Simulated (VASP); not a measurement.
# CdSe (Fm-3m) in VASP: settings compared

CdSe is run at these levels: PBEsol-based screened hybrid with 25 % exact exchange, PBE-based screened hybrid with 25 % exact exchange; tasks: single point.

Program: VASP 6.6.1. These are calculated values, not measurements. Logs are shortened: lines on timing, memory, paths and dates and some standing lists are left out, and cuts for length are marked.

### 1 The cell of the first run

The structure is cubic, space group Fm-3m (No. 225). The conventional cell has a = 5.631 Å, b = 5.631 Å, c = 5.631 Å, α = 90.00°, β = 90.00°, γ = 90.00°. Within 3.7 Å of Cd (site symmetry m-3m) lie 6 Se at 2.82 Å. Within 3.7 Å of Se (site symmetry m-3m) lie 6 Cd at 2.82 Å.

### 2 Single point, PBEsol-based screened hybrid with 25 % exact exchange

Input file POSCAR:

```
CdSe
1.0
    0.0000000000      2.8154137268      2.8154137268
    2.8154137268      0.0000000000      2.8154137268
    2.8154137268      2.8154137268      0.0000000000
Cd Se
1 1
Direct
    0.0000000000      0.0000000000      0.0000000000
    0.5000000000      0.5000000000      0.5000000000
```

Input file INCAR.step1:

```
PREC = Accurate ; ENCUT = 520
EDIFF = 1E-5 ; ISMEAR = -1
SIGMA = 0.05 ; LREAL = F
LASPH = T ; NELM = 80
ALGO = Normal ; ISIF = 2
LWAVE = T ; GGA = PE
NBANDS = 16
```

Input file INCAR.step2:

```
PREC = Accurate ; ENCUT = 520
EDIFF = 1E-7 ; ISMEAR = -1
SIGMA = 0.05 ; LREAL = F
LASPH = T ; NELM = 80
ALGO = Normal ; ISIF = 2
LWAVE = F ; LCHARG = T
GGA = PS ; LHFCALC = T
AEXX = 0.25 ; HFSCREEN = 0.207
PRECFOCK = Normal ; LELF = T
LVHAR = T ; ISTART = 1
NBANDS = 16
```

Input file KPOINTS:

```
Automatic mesh
0
Gamma
  4 4 4
```

Potentials or basis: VASP PAW PBE potentials, release 64 (Cd, Se).

Run with:

```console
$ cat potpaw_PBE.64/Cd/POTCAR potpaw_PBE.64/Se/POTCAR > POTCAR
$ cp INCAR.step1 INCAR
$ mpirun -np 1 vasp_std > vasp.out
$ cp INCAR.step2 INCAR
$ mpirun -np 1 vasp_std > vasp.out
```

OUTCAR:

```text
PREC = Accurate
   ENCUT = 520
   EDIFF = 1E-7
   ISMEAR = -1
   LREAL = F
   LASPH = T
   NELM = 80
   ISIF = 2
   GGA = PS
   LHFCALC = T
   AEXX = 0.25
   HFSCREEN = 0.207
   PRECFOCK = Normal
   ISTART = 1

 ion  position               nearest neighbor table
   1  0.000  0.000  0.000-   2 2.82   2 2.82   2 2.82   2 2.82   2 2.82   2 2.82
   2  0.500  0.500  0.500-   1 2.82   1 2.82   1 2.82   1 2.82   1 2.82   1 2.82

  LATTYP: Found a face centered cubic cell.
 ALAT       =     5.6308274536

  Lattice vectors:

 A1 = (   0.0000000000,   2.8154137268,   2.8154137268)
 A2 = (   2.8154137268,   0.0000000000,   2.8154137268)
 A3 = (   2.8154137268,   2.8154137268,   0.0000000000)

Analysis of symmetry for initial positions (statically):
=====================================================================
 Subroutine PRICEL returns:
 Original cell was already a primitive cell.

 Routine SETGRP: Setting up the symmetry group for a
 face centered cubic supercell.

 Subroutine GETGRP returns: Found 48 space group operations
 (whereof 48 operations were pure point group operations)
 out of a pool of 48 trial point group operations.

The static configuration has the point symmetry O_h .

Analysis of symmetry for dynamics (positions and initial velocities):
=====================================================================
 Subroutine PRICEL returns:
 Original cell was already a primitive cell.

 Routine SETGRP: Setting up the symmetry group for a
 face centered cubic supercell.

 Subroutine GETGRP returns: Found 48 space group operations
 (whereof 48 operations were pure point group operations)
 out of a pool of 48 trial point group operations.

The dynamic configuration has the point symmetry O_h .

 Subroutine INISYM returns: Found 48 space group operations
 (whereof 48 operations are pure point group operations),
 and found     1 'primitive' translations

----------------------------------------------------------------------------------------

                                     Primitive cell

  volume of cell :      44.6331

  direct lattice vectors                    reciprocal lattice vectors
     0.000000000  2.815413727  2.815413727    -0.177593792  0.177593792  0.177593792
     2.815413727  0.000000000  2.815413727     0.177593792 -0.177593792  0.177593792
     2.815413727  2.815413727  0.000000000     0.177593792  0.177593792 -0.177593792

[... 72 lines left out ...]
   ISIF   =      2    stress and relaxation
   ISYM   =      3    0-nonsym 1-usesym 2-fastsym
   POTIM  = 0.5000    time-step for ionic-motion
   TEBEG  =    0.0;   TEEND  =   0.0 temperature during run
   PSTRESS=    0.0 pullay stress
   NELECT =      18.0000    total number of electrons
   NUPDOWN=      -1.0000    fix difference up-down
   EMIN   =  10.00;   EMAX   =-10.00  energy-range for DOS
   EFERMI =   0.00;   METHOD = LEGACY
   ISMEAR =    -1;   SIGMA  =   0.05  broadening in eV -4-tet -1-fermi 0-gaus
   EFERMI_NEDOS =   21; number of points for ismear=-14 and -15
   IALGO  =     38    algorithm
   IMIX   =      1    mixing-type and parameters
     AMIX     =   0.40;   BMIX     =  1.00
     AMIX_MAG =   1.60;   BMIX_MAG =  1.00
  volume/ion in A,a.u.               =      22.32       150.60
  Fermi-wavevector in a.u.,A,eV,Ry     =   1.209521  2.285663 19.904524  1.462941
  Thomas-Fermi vector in A             =   2.345096
   LORBIT       =      0    0 simple, 1 ext, 2 COOP (PROOUT), +10 PAW based schemes
   GGA     = PS    functional components
   LHFCALC =     T    Hartree Fock is set to
   PRECFOCK=normal    Normal, Fast or Accurate (Low or Medium for compatibility)
   ENCUT4O =  -1.0   cutoff for four orbital integrals eV
   NKREDX  =     1    reduce k-point grid by
   NKREDY  =     1    reduce k-point grid by
   NKREDZ  =     1    reduce k-point grid by
   AEXX    =    0.2500 exact exchange contribution
   HFSCREEN=    0.2070 screening length (either q_TF or 0.3 A-1)
   HFSCREENC=   0.2070 screening length for correlation (either q_TF or 0.3 A-1)
   ENCUTFOCK=  -1.0 apply spherical cutoff to Coloumb kernel
   IVDW    =     0    specifies the selected vdW correction
   LEPSILON=     F    determine dielectric tensor
   LRPA    =     F    only Hartree local field effects (RPA)
 non-spin polarized calculation
  energy-cutoff  :      520.00
  volume of cell :       44.63
 maximum number of plane-waves:      1243
 NGX is ok and might be reduce to    30
  NGX = 24; NGY = 24; NGZ = 24

 number of electron      17.9999992 magnetization

 Free energy of the ion-electron system (eV)
  ---------------------------------------------------
  ext. energy  EPLUGINS =         0.00000000
  ---------------------------------------------------
  free energy    TOTEN  =        -6.97159601 eV

  energy without entropy =       -6.96772712  energy(sigma->0) =       -6.96966156

 E-fermi :   2.3221     XC(G=0):  -8.6312

 val. band max:        2.1616027764   @ k =   0.5000   0.0000   0.0000
 cond. band min:       2.4271429889   @ k =   0.5000   0.5000   0.0000
 fundamental gap:      0.2655402125
 Fermi energy:         2.3221196267

 k-point     1 :       0.0000    0.0000    0.0000
  band No.  band energies     occupation
      1     -12.2875      2.00000
      2      -7.1972      2.00000
      3      -7.1972      2.00000
      4      -7.1557      2.00000
      5      -7.1557      2.00000
      6      -7.1557      2.00000
[... 129 lines left out ...]
      3      -7.1457      2.00000
      4      -7.1457      2.00000
      5      -6.9360      2.00000
      6      -6.4305      2.00000
[... 8 lines left out ...]
     15      15.9033      0.00000
     16      18.6740      0.00000

------------------------ aborting loop because EDIFF is reached ----------------------------------------

  FORCE on cell =-STRESS in cart. coord.  units (eV):
  Direction    XX          YY          ZZ          XY          YZ          ZX
  --------------------------------------------------------------------------------------
  -------------------------------------------------------------------------------------
  Total        0.0789728      0.0789728      0.0789728     -0.0000000     -0.0000000     -0.0000000
  in kB        2.8348586      2.8348586      2.8348586     -0.0000000     -0.0000000     -0.0000000
  external PRESSURE =       2.8348586 kB  Pullay stress =       0.0000000 kB

 VOLUME and BASIS-vectors are now :
 -----------------------------------------------------------------------------
  energy-cutoff  :      520.00
  volume of cell :       44.63
      direct lattice vectors                 reciprocal lattice vectors
     0.000000000  2.815413727  2.815413727    -0.177593792  0.177593792  0.177593792
     2.815413727  0.000000000  2.815413727     0.177593792 -0.177593792  0.177593792
     2.815413727  2.815413727  0.000000000     0.177593792  0.177593792 -0.177593792

 POSITION                                       TOTAL-FORCE (eV/Angst)
 -----------------------------------------------------------------------------------
      0.00000      0.00000      0.00000         0.000000     -0.000000      0.000000
      2.81541      2.81541      2.81541        -0.000000      0.000000     -0.000000
 -----------------------------------------------------------------------------------
    total drift:                               -0.000001     -0.000001     -0.000001

  FREE ENERGIE OF THE ION-ELECTRON SYSTEM (eV)
  ---------------------------------------------------
  free  energy   TOTEN  =        -6.9715960050 eV

  energy  without entropy=       -6.9677271201  energy(sigma->0) =       -6.96966156
```

Wall time 18 min (1 thread of Intel Xeon Platinum 8375C at 2.90GHz (Ice Lake), shared host); peak memory 0.27 GiB.

Results:

```
Free energy            : -6.9716 eV
Pressure               : 0.3 GPa
Band gap on the k mesh : 0.27 eV (least direct gap 1.86 eV)
```

Levels at points of the mesh, in eV from the valence-band top:
| k point | band 6 | band 7 | band 8 | band 9 | band 10 | band 11 | band 12 | band 13 |
| --- | --- | --- | --- | --- | --- | --- | --- | --- |
| (0.00, 0.00, 0.00) | -9.32 | -0.67 | -0.67 | -0.67 | 1.19 | 9.67 | 9.67 | 9.67 |
| (0.50, 0.00, 0.00) | -9.16 | -5.69 | 0.00 | 0.00 | 3.76 | 6.17 | 6.17 | 7.76 |
| (0.50, 0.50, 0.00) | -8.40 | -4.83 | -2.40 | -2.40 | 0.27 | 6.13 | 11.45 | 12.12 |

Caveat: the k points lie up to 0.48 Å⁻¹ apart; the PAW data sets were made with another functional, which shifts forces and pressure a little.

(Continued in part 2 of 2.)
